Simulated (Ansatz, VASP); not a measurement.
One calculation of BaO, two programs

Contents of POSCAR:

```
BaO
1.0
    0.0000000000      2.7859744814      2.7859744814
    2.7859744814      0.0000000000      2.7859744814
    2.7859744814      2.7859744814      0.0000000000
Ba O
1 1
Direct
    0.0000000000      0.0000000000      0.0000000000
    0.5000000000      0.5000000000      0.5000000000
```

File INCAR.step1:

```
SYSTEM = BaO
  PREC = Accurate
  ENCUT = 660
  ISMEAR = 0
  SIGMA = 0.01
  LREAL = .False.
  LASPH = .True.
  NELM = 120
  NBANDS = 15
  GGA = PE
  ALGO = Normal
  EDIFF = 1E-5
  LWAVE = .True.
  LCHARG = .False.
  GGA_COMPAT = .False.
```

The input INCAR.step2:

```
SYSTEM = BaO
  PREC = Accurate
  ENCUT = 660
  EDIFF = 1E-6
  ISMEAR = 0
  SIGMA = 0.01
  LREAL = .False.
  LASPH = .True.
  NELM = 120
  ALGO = Normal
  ISIF = 2
  LWAVE = .False.
  LCHARG = .True.
  METAGGA = R2SCAN
  LMIXTAU = .True.
  LELF = .True.
  LVHAR = .True.
  NBANDS = 15
  ISTART = 1
  GGA_COMPAT = .False.
```

Contents of KPOINTS:

```
regular mesh
0
Gamma
  8 8 8
  0 0 0
```

Input for Ansatz:

```yaml
crystal:
  lattice:
    - [0.0, 2.78597448136, 2.78597448136]
    - [2.78597448136, 0.0, 2.78597448136]
    - [2.78597448136, 2.78597448136, 0.0]
  atoms:
    - { symbol: Ba, position: [0.0, 0.0, 0.0] }
    - { symbol: O, position: [0.5, 0.5, 0.5] }
kpoints:
  mp_grid: { grid: [8, 8, 8] }
scf:
  occupations: { method: fixed }
  convergence: { dr2_threshold: 1.0e-10 }
hamiltonian:
  xc: r2scan
  pseudopotentials: { kind: paw }
output:
  forces: true
  stress: true
  eigenstates:
    kpoints:
      - [0.0, 0.0, 0.0]
      - [0.0, -0.5, -0.5]
      - [-0.5, 0.0, -0.5]
      - [-0.5, -0.5, 0.0]
      - [-0.5, 0.0, 0.0]
      - [0.0, -0.5, 0.0]
      - [0.0, 0.0, -0.5]
      - [-0.5, -0.5, -0.5]
  eigenvalues: true
```

Alike in both runs: task single point; functional r2SCAN; k mesh 8 × 8 × 8; no spin polarisation.

```csv
,VASP,Ansatz
version,VASP 6.6.1,Ansatz 0.2.0
potentials or method,"VASP PAW PBE potentials, release 64 (Ba_sv, O)","PAW with Ansatz's default frozen-core files, scalar-relativistic"
plane-wave cutoff (eV),660,500
occupations,"gaussian, width 0.01 eV",fixed
valence electrons in the cell,16,16
```

```tsv
	VASP	Ansatz	Ansatz less VASP
gap on the k mesh at the Fermi level (eV)	2.37	2.43	+0.057
pressure (GPa)	0.4	-1.1	-1.48
```

VASP's potentials were made for PBE, not for r2SCAN.

Neither program's run includes spin-orbit coupling.
